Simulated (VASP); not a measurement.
Wanted: the native input for a VASP 6.6.1 run.

```
Task                   : single point
Functional             : PBEsol
Potentials or basis    : VASP PAW PBE potentials, release 64 (Co)
Cutoff                 : 520 eV
k mesh                 : 21 × 21 × 12
Occupations            : gaussian, width 0.15 eV
Spin                   : collinear spin, ferromagnetic start
Starting moments       : [1.79, 1.79] μB
Dipole correction      : no
Further INCAR settings : ALGO = Normal; EDIFF = 1e-07; NBANDS = 20
```

The structure of Co lies in POSCAR:

```
Co
1.0
    2.4965000000      0.0000000000      0.0000000000
   -1.2482500000      2.1620324205      0.0000000000
    0.0000000000      0.0000000000      3.8351000000
Co
2
Direct
    0.3333333333      0.6666666667      0.2500000000
    0.6666666667      0.3333333333      0.7500000000
```

One way to write it, as run:

INCAR

```
  ALGO = Normal
  EDIFF = 1E-7
  ENCUT = 520
  GGA = PS
  ISIF = 2
  ISMEAR = 0
  ISPIN = 2
  LASPH = True
  LCHARG = True
  LELF = True
  LMAXMIX = 4
  LORBIT = 11
  LREAL = False
  LVHAR = True
  LWAVE = False
  MAGMOM = 1.79 1.79
  NBANDS = 20
  NELM = 150
  PREC = Accurate
  SIGMA = 0.15
```

KPOINTS

```
k-points
0
Gamma
  21 21 12
```

Potentials or basis: VASP PAW PBE potentials, release 64 (Co).

Run with:

```bash
$ cat potpaw_PBE.64/Co/POTCAR > POTCAR
$ mpirun -np 1 vasp_std > vasp.out
```

Results of the run:

```
Pressure                                              : 0.1 GPa
Net moment                                            : 3.10 μB per cell
Site moments                                          : Co +1.55 μB
Valence electrons inside the program's atomic spheres : Co 8.37
```

Caveat: the stress differs along the axes, from -5 to 11 GPa; the PAW data sets were made with another functional, which shifts forces and pressure a little.

Wall time 4.2 min on 1 thread of Oxide Virtual Turin-like Processor, on a shared host, peak memory 0.26 GiB.
